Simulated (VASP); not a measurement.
# Ru (P6_3/mmc) in VASP: notebook

The runs below take Ru through single point, relaxation of cell and atoms, with PBE.

Program: VASP 6.6.1. These are calculated values, not measurements. Logs are shortened: lines on timing, memory, paths and dates and some standing lists are left out, and cuts for length are marked.

## (1) The cell of the first run

Symmetry: P6_3/mmc, No. 194, hexagonal system. The conventional cell has a = 2.720 Å, b = 2.720 Å, c = 4.297 Å, α = 90.00°, β = 90.00°, γ = 120.00°. Within 3.5 Å of Ru (site symmetry -6m2) lie 12 Ru at 2.66 to 2.72 Å.

## (2) Single point, PBE

File INCAR:

```
  PREC = Accurate
  ENCUT = 520
  EDIFF = 1E-6
  ISMEAR = 0
  SIGMA = 0.1
  LREAL = F
  LASPH = T
  NELM = 80
  ALGO = Normal
  ISIF = 2
  LWAVE = F
  LCHARG = F
  GGA = PE
  NBANDS = 21
```

File KPOINTS:

```
Automatic mesh
0
Gamma
  18 18 10
```

File POSCAR:

```
Ru
1.0
    2.7199928363      0.0000000000      0.0000000000
   -1.3599964181      2.3555828943      0.0000000000
    0.0000000000      0.0000000000      4.2968150681
Ru
2
Direct
    0.3333333333      0.6666666667      0.2500000000
    0.6666666667      0.3333333333      0.7500000000
```

Potentials or basis: VASP PAW PBE potentials, release 64 (Ru_pv).

The run is started by

```bash
$ cat potpaw_PBE.64/Ru_pv/POTCAR > POTCAR
$ mpirun -np 1 vasp_std > vasp.out
```

OUTCAR:

```text
PREC = Accurate
   ENCUT = 520
   EDIFF = 1E-6
   ISMEAR = 0
   LREAL = F
   LASPH = T
   NELM = 80
   ISIF = 2
   GGA = PE

 ion  position               nearest neighbor table
   1  0.333  0.667  0.250-   2 2.66   2 2.66   2 2.66   2 2.66   2 2.66   2 2.66
   2  0.667  0.333  0.750-   1 2.66   1 2.66   1 2.66   1 2.66   1 2.66   1 2.66

  LATTYP: Found a hexagonal cell.
 ALAT       =     2.7199928363
 C/A-ratio  =     1.5797155826

  Lattice vectors:

 A1 = (   2.7199928363,   0.0000000000,   0.0000000000)
 A2 = (  -1.3599964181,   2.3555828943,   0.0000000000)
 A3 = (   0.0000000000,   0.0000000000,   4.2968150681)

Analysis of symmetry for initial positions (statically):
=====================================================================
 Subroutine PRICEL returns:
 Original cell was already a primitive cell.

 Routine SETGRP: Setting up the symmetry group for a
 hexagonal supercell.

 Subroutine GETGRP returns: Found 24 space group operations
 (whereof 12 operations were pure point group operations)
 out of a pool of 24 trial point group operations.

The static configuration has the point symmetry D_3d.
 The point group associated with its full space group is D_6h.

Analysis of symmetry for dynamics (positions and initial velocities):
=====================================================================
 Subroutine PRICEL returns:
 Original cell was already a primitive cell.

 Routine SETGRP: Setting up the symmetry group for a
 hexagonal supercell.

 Subroutine GETGRP returns: Found 24 space group operations
 (whereof 12 operations were pure point group operations)
 out of a pool of 24 trial point group operations.

The dynamic configuration has the point symmetry D_3d.
 The point group associated with its full space group is D_6h.

 Subroutine INISYM returns: Found 24 space group operations
 (whereof 12 operations are pure point group operations),
 and found     1 'primitive' translations

----------------------------------------------------------------------------------------

                                     Primitive cell

  volume of cell :      27.5304

  direct lattice vectors                    reciprocal lattice vectors
     2.719992836  0.000000000  0.000000000     0.367648027  0.212261687  0.000000000
    -1.359996418  2.355582894  0.000000000     0.000000000  0.424523375  0.000000000
     0.000000000  0.000000000  4.296815068     0.000000000  0.000000000  0.232730519

  length of vectors
     2.719992836  2.719992836  4.296815068     0.424523375  0.424523375  0.232730519

  position of ions in fractional coordinates (direct lattice)
     0.333333333  0.666666667  0.250000000
     0.666666667  0.333333333  0.750000000

  ion indices of the primitive-cell ions
   primitive index   ion index
                 1           1
                 2           2

----------------------------------------------------------------------------------------

 KPOINTS: Automatic mesh

Automatic generation of k-mesh.
 Grid dimensions read from file:
 generate k-points for:   18   18   10

 Generating k-lattice:

  Cartesian coordinates                     Fractional coordinates (reciprocal lattice)
     0.020424890  0.011792316  0.000000000     0.055555556  0.000000000  0.000000000
     0.000000000  0.023584632  0.000000000     0.000000000  0.055555556  0.000000000
     0.000000000  0.000000000  0.023273052     0.000000000  0.000000000  0.100000000

  Length of vectors
     0.023584632  0.023584632  0.023273052

  Shift w.r.t. Gamma in fractional coordinates (k-lattice)
     0.000000000  0.000000000  0.000000000

 Subroutine IBZKPT returns following result:
 ===========================================

 Found    222 irreducible k-points:

 Following reciprocal coordinates:
            Coordinates               Weight
  0.000000  0.000000  0.000000      1.000000
  0.055556 -0.000000  0.000000      6.000000
  0.111111 -0.000000  0.000000      6.000000
  0.166667 -0.000000  0.000000      6.000000
  0.222222 -0.000000  0.000000      6.000000
  0.277778 -0.000000  0.000000      6.000000
[... 16 lines left out ...]
  0.333333  0.111111  0.000000     12.000000
  0.388889  0.111111  0.000000     12.000000
 [... further k-points ...]
   k-points           NKPTS =    222   k-points in BZ     NKDIM =    222   number of bands    NBANDS=     21
   number of dos      NEDOS =    301   number of ions     NIONS =      2
   total plane-waves  NPLWV =  12800
   dimension x,y,z NGX =    20 NGY =   20 NGZ =   32
   dimension x,y,z NGXF=    40 NGYF=   40 NGZF=   64
   ions per type =               2
   NGX,Y,Z   is equivalent  to a cutoff of  12.22, 12.22, 12.38 a.u.
   NGXF,Y,Z  is equivalent  to a cutoff of  24.45, 24.45, 24.76 a.u.
 SYSTEM =  unknown system
   PREC   = accura    normal or accurate (medium, high low for compatibility)
   ISTART =      0    job   : 0-new  1-cont  2-samecut
   ICHARG =      2    charge: 1-file 2-atom 10-const
   ISPIN  =      1    spin polarized calculation?
   LNONCOLLINEAR =      F non collinear calculations
   LSORBIT =      F    spin-orbit coupling
   LASPH  =      T    aspherical Exc in radial PAW
   ENCUT  =  520.0 eV  38.22 Ry    6.18 a.u.   5.06  5.06  7.99*2*pi/ulx,y,z
   NELM   =     80;   NELMIN=  2; NELMDL= -5     # of ELM steps
   EDIFF  = 0.1E-05   stopping-criterion for ELM
   LREAL  =      F    real-space projection
   EDIFFG = 0.1E-04   stopping-criterion for IOM
   NSW    =      0    number of steps for IOM
   IBRION =     -1    ionic relax: 0-MD 1-quasi-New 2-CG
   NFREE  =      0    steps in history (QN), initial steepest desc. (CG)
   ISIF   =      2    stress and relaxation
   ISYM   =      2    0-nonsym 1-usesym 2-fastsym
   POTIM  = 0.5000    time-step for ionic-motion
   TEBEG  =    0.0;   TEEND  =   0.0 temperature during run
   PSTRESS=    0.0 pullay stress
   NELECT =      28.0000    total number of electrons
   NUPDOWN=      -1.0000    fix difference up-down
   EMIN   =  10.00;   EMAX   =-10.00  energy-range for DOS
   EFERMI =   0.00;   METHOD = LEGACY
   ISMEAR =     0;   SIGMA  =   0.10  broadening in eV -4-tet -1-fermi 0-gaus
   EFERMI_NEDOS =   21; number of points for ismear=-14 and -15
   IALGO  =     38    algorithm
   IMIX   =      4    mixing-type and parameters
     AMIX     =   0.40;   BMIX     =  1.00
     AMIX_MAG =   1.60;   BMIX_MAG =  1.00
  volume/ion in A,a.u.               =      13.77        92.89
  Fermi-wavevector in a.u.,A,eV,Ry     =   1.646354  3.111158 36.878342  2.710482
  Thomas-Fermi vector in A             =   2.735996
   LORBIT       =      0    0 simple, 1 ext, 2 COOP (PROOUT), +10 PAW based schemes
   GGA     = PE    functional components
   LHFCALC =     F    Hartree Fock is set to
   AEXX    =    0.0000 exact exchange contribution
   IVDW    =     0    specifies the selected vdW correction
   LEPSILON=     F    determine dielectric tensor
   LRPA    =     F    only Hartree local field effects (RPA)
 non-spin polarized calculation
 Gauss-broadening in eV      SIGMA  =   0.10
  energy-cutoff  :      520.00
  volume of cell :       27.53
 maximum number of plane-waves:       759
   NGX = 11   NGY = 11   NGZ = 15

 number of electron      28.0000013 magnetization

 Free energy of the ion-electron system (eV)
  ---------------------------------------------------
  ext. energy  EPLUGINS =         0.00000000
  ---------------------------------------------------
  free energy    TOTEN  =       -18.47174772 eV

  energy without entropy =      -18.46243306  energy(sigma->0) =      -18.46709039

 E-fermi :  12.5843     XC(G=0): -14.0339

 val. band max:       12.5817946208   @ k =   0.1667   0.1111   0.3000
 cond. band min:      12.5865936882   @ k =   0.4444   0.1111   0.5000
 fundamental gap:      0.0047990674
 Fermi energy:        12.5842972932

 k-point     1 :       0.0000    0.0000    0.0000
  band No.  band energies     occupation
      1     -31.0074      2.00000
      2     -30.1146      2.00000
      3     -30.1146      2.00000
      4     -29.9501      2.00000
      5     -29.9501      2.00000
      6     -29.9107      2.00000
[... 13 lines left out ...]
     20      23.0318      0.00000
     21      23.0452      0.00000

 k-point     2 :       0.0556   -0.0000    0.0000
  band No.  band energies     occupation
      1     -30.9973      2.00000
      2     -30.1360      2.00000
      3     -30.1219      2.00000
      4     -29.9725      2.00000
      5     -29.9530      2.00000
      6     -29.9154      2.00000
[... 13 lines left out ...]
     20      23.0318      0.00000
     21      23.0445      0.00000

 k-point     3 :       0.1111   -0.0000    0.0000
  band No.  band energies     occupation
      1     -30.9676      2.00000
      2     -30.1974      2.00000
      3     -30.1425      2.00000
      4     -30.0363      2.00000
      5     -29.9617      2.00000
      6     -29.9296      2.00000
[... 13 lines left out ...]
     20      23.0318      0.00000
     21      23.0424      0.00000

 k-point     4 :       0.1667   -0.0000    0.0000
  band No.  band energies     occupation
      1     -30.9201      2.00000
      2     -30.2917      2.00000
      3     -30.1732      2.00000
      4     -30.1323      2.00000
      5     -29.9756      2.00000
      6     -29.9532      2.00000
[... 13 lines left out ...]
     20      23.0318      0.00000
     21      23.0399      0.00000

 k-point     5 :       0.2222   -0.0000    0.0000
  band No.  band energies     occupation
      1     -30.8578      2.00000
      2     -30.4073      2.00000
      3     -30.2473      2.00000
      4     -30.2099      2.00000
      5     -29.9936      2.00000
      6     -29.9863      2.00000
[... 13 lines left out ...]
     20      23.0317      0.00000
     21      23.0377      0.00000
[... 382 lines left out ...]
     20      23.0316      0.00000
     21      23.0362      0.00000

 k-point    22 :       0.2778    0.1111    0.0000
  band No.  band energies     occupation
      1     -30.6841      2.00000
      2     -30.6332      2.00000
      3     -30.5049      2.00000
      4     -30.2954      2.00000
      5     -30.0915      2.00000
      6     -30.0810      2.00000
[... 13 lines left out ...]
     20      23.0307      0.00000
     21      23.0327      0.00000

 k-point    23 :       0.3333    0.1111    0.0000
  band No.  band energies     occupation
      1     -30.7213      2.00000
      2     -30.6091      2.00000
      3     -30.5644      2.00000
      4     -30.3404      2.00000
      5     -30.1437      2.00000
      6     -30.1011      2.00000
[... 13 lines left out ...]
     20      23.0314      0.00000
     21      23.2899      0.00000

 k-point    24 :       0.3889    0.1111    0.0000
  band No.  band energies     occupation
      1     -30.7786      2.00000
      2     -30.6031      2.00000
      3     -30.5484      2.00000
      4     -30.3692      2.00000
      5     -30.1896      2.00000
      6     -30.1141      2.00000
[... 13 lines left out ...]
     20      23.0310      0.00000
     21      23.6388      0.00000

 [... further k-points ...]
[... 5 lines left out ...]
  --------------------------------------------------------------------------------------
  -------------------------------------------------------------------------------------
  Total       -0.0187712     -0.0187712     -0.0169575     -0.0000000      0.0000000      0.0000000
  in kB       -1.0924196     -1.0924196     -0.9868680     -0.0000000      0.0000000      0.0000000
  external PRESSURE =      -1.0572357 kB  Pullay stress =       0.0000000 kB

 VOLUME and BASIS-vectors are now :
 -----------------------------------------------------------------------------
  energy-cutoff  :      520.00
  volume of cell :       27.53
      direct lattice vectors                 reciprocal lattice vectors
     2.719992836  0.000000000  0.000000000     0.367648027  0.212261687  0.000000000
    -1.359996418  2.355582894  0.000000000     0.000000000  0.424523375  0.000000000
     0.000000000  0.000000000  4.296815068     0.000000000  0.000000000  0.232730519

 POSITION                                       TOTAL-FORCE (eV/Angst)
 -----------------------------------------------------------------------------------
     -0.00000      1.57039      1.07420         0.000000     -0.000000      0.000000
      1.36000      0.78519      3.22261        -0.000000      0.000000      0.000000
 -----------------------------------------------------------------------------------
    total drift:                                0.000000     -0.000000      0.000000

  FREE ENERGIE OF THE ION-ELECTRON SYSTEM (eV)
  ---------------------------------------------------
  free  energy   TOTEN  =       -18.4717477207 eV

  energy  without entropy=      -18.4624330575  energy(sigma->0) =      -18.46709039
```

Wall time 37 s (1 thread of Intel Xeon 6975P-C (Granite Rapids), shared host); peak memory 0.21 GiB.

What came out:

* Free energy: -18.4717 eV
* Pressure: -0.1 GPa
* Band gap on the k mesh: zero (band 14 reaches 14.05 eV, above the bottom of band 15 at 10.98 eV)

## (3) Relaxation of cell and atoms, PBE

File INCAR:

```
PREC = Accurate
ENCUT = 600
EDIFF = 1E-7
ISMEAR = 0
SIGMA = 0.1
LREAL = F
LASPH = T
NELM = 60
ALGO = Normal
ISIF = 3
LWAVE = F
LCHARG = F
GGA = PE
IBRION = 2
NSW = 80
EDIFFG = -0.01
```

KPOINTS is that of step 2.

File POSCAR:

```
Ru
1.0
    2.7226667440      0.0000000000      0.0000000000
   -1.3613333720      2.3578985663      0.0000000000
    0.0000000000      0.0000000000      4.2908329530
Ru
2
Direct
    0.3333333333      0.6666666667      0.2500000000
    0.6666666667      0.3333333333      0.7500000000
```

Potentials or basis: VASP PAW PBE potentials, release 64 (Ru_pv).

The run is started by

```bash
$ cat potpaw_PBE.64/Ru_pv/POTCAR > POTCAR
$ mpirun -np 1 vasp_std > vasp.out
```

OUTCAR:

```text
PREC = Accurate
   ENCUT = 600
   EDIFF = 1E-7
   ISMEAR = 0
   LREAL = F
   LASPH = T
   NELM = 60
   ISIF = 3
   GGA = PE
   IBRION = 2
   NSW = 80
   EDIFFG = -0.01

 ion  position               nearest neighbor table
   1  0.333  0.667  0.250-   2 2.66   2 2.66   2 2.66   2 2.66   2 2.66   2 2.66
   2  0.667  0.333  0.750-   1 2.66   1 2.66   1 2.66   1 2.66   1 2.66   1 2.66

  LATTYP: Found a hexagonal cell.
 ALAT       =     2.7226667440
 C/A-ratio  =     1.5759670046

  Lattice vectors:

 A1 = (   2.7226667440,   0.0000000000,   0.0000000000)
 A2 = (  -1.3613333720,   2.3578985663,   0.0000000000)
 A3 = (   0.0000000000,   0.0000000000,   4.2908329530)

Analysis of symmetry for initial positions (statically):
[... 323 lines left out ...]
 Free energy of the ion-electron system (eV)
  ---------------------------------------------------
  ext. energy  EPLUGINS =         0.00000000
  ---------------------------------------------------
  free energy    TOTEN  =       -18.47212722 eV

  energy without entropy =      -18.46281965  energy(sigma->0) =      -18.46747344

 E-fermi :  12.5931     XC(G=0): -14.0368

 val. band max:       12.5905928606   @ k =   0.1667   0.1111   0.3000
 cond. band min:      12.5957036585   @ k =   0.4444   0.1111   0.5000
 fundamental gap:      0.0051107979
 Fermi energy:        12.5930735159

 k-point     1 :       0.0000    0.0000    0.0000
  band No.  band energies     occupation
      1     -31.0004      2.00000
      2     -30.1064      2.00000
      3     -30.1064      2.00000
      4     -29.9416      2.00000
      5     -29.9416      2.00000
      6     -29.9022      2.00000
[... 481 lines left out ...]
      5     -30.1815      2.00000
      6     -30.1059      2.00000
[... 10 lines left out ...]
     17      16.2786      0.00000
     18      19.8887      0.00000

 [... further k-points ...]
[... 5 lines left out ...]
  --------------------------------------------------------------------------------------
  -------------------------------------------------------------------------------------
  Total       -0.0009270     -0.0009270     -0.0011596     -0.0000000      0.0000000      0.0000000
  in kB       -0.0539764     -0.0539764     -0.0675176     -0.0000000      0.0000000      0.0000000
  external PRESSURE =      -0.0584901 kB  Pullay stress =       0.0000000 kB
[... 17 lines left out ...]
  FREE ENERGIE OF THE ION-ELECTRON SYSTEM (eV)
  ---------------------------------------------------
  free  energy   TOTEN  =       -18.4721272230 eV

  energy  without entropy=      -18.4628196470  energy(sigma->0) =      -18.46747344

 reached required accuracy - stopping structural energy minimisation
```

Run time: 2.1 min. Hardware: 1 thread of Intel Xeon 6975P-C (Granite Rapids), shared host; peak memory 0.25 GiB.

Results:

- Free energy: -18.4721 eV
- Relaxed volume: 13.76 Å³/atom
- Relaxed cell: a = 2.720 Å, b = 2.720 Å, c = 4.296 Å, α = 90.00°, β = 90.00°, γ = 120.00°
- Space group after relaxing (to 0.05 Å): P6_3/mmc (No. 194)
- Energy gained by relaxing: 0.1 meV/atom
- Ionic steps: 5
- Pressure after relaxing: 0.0 GPa
- Band gap on the k mesh: zero (band 14 reaches 14.06 eV, above the bottom of band 15 at 10.99 eV)

Step by step:
| step | energy change (eV) | largest force (eV/Å) | pressure (GPa) | volume (Å³) |
| --- | --- | --- | --- | --- |
| 1 | 0.0000 | 0.0000 | -0.29 | 27.55 |
| 2 | 0.0001 | 0.0000 | 0.80 | 27.45 |
| 3 | -0.0001 | 0.0000 | 0.20 | 27.50 |
| 4 | -0.0001 | 0.0000 | -0.33 | 27.55 |
| 5 | -0.0002 | 0.0000 | -0.01 | 27.52 |

Final structure:
```cif
data_structure
_symmetry_space_group_name_H-M 'P 1'
_symmetry_Int_Tables_number 1
_cell_length_a 2.7195
_cell_length_b 2.7195
_cell_length_c 4.2962
_cell_angle_alpha 90.000
_cell_angle_beta 90.000
_cell_angle_gamma 120.000
_cell_volume 27.52
loop_
_atom_site_label
_atom_site_type_symbol
_atom_site_fract_x
_atom_site_fract_y
_atom_site_fract_z
_atom_site_occupancy
Ru1 Ru 0.33333 0.66667 0.25000 1
Ru2 Ru 0.66667 0.33333 0.75000 1
```

Levels at points of the mesh, in eV from the Fermi level:
```
           k point  band 10  band 11  band 12  band 13  band 14  band 15  band 16  band 17  band 18
(0.00, 0.00, 0.00)    -2.54    -2.35    -1.87    -1.87    -1.37    -1.37     1.17     1.17     1.30
(0.50, 0.00, 0.00)    -2.96    -2.02    -1.77    -1.48     1.39     1.80     1.89     4.00     6.03
(0.00, 0.00, 0.50)    -2.70    -2.70    -2.70    -2.65    -2.65     0.54     0.54     0.54     0.54
(0.50, 0.00, 0.50)    -4.43    -1.03    -1.03     0.45     0.45     1.64     1.64     3.35     3.35
```
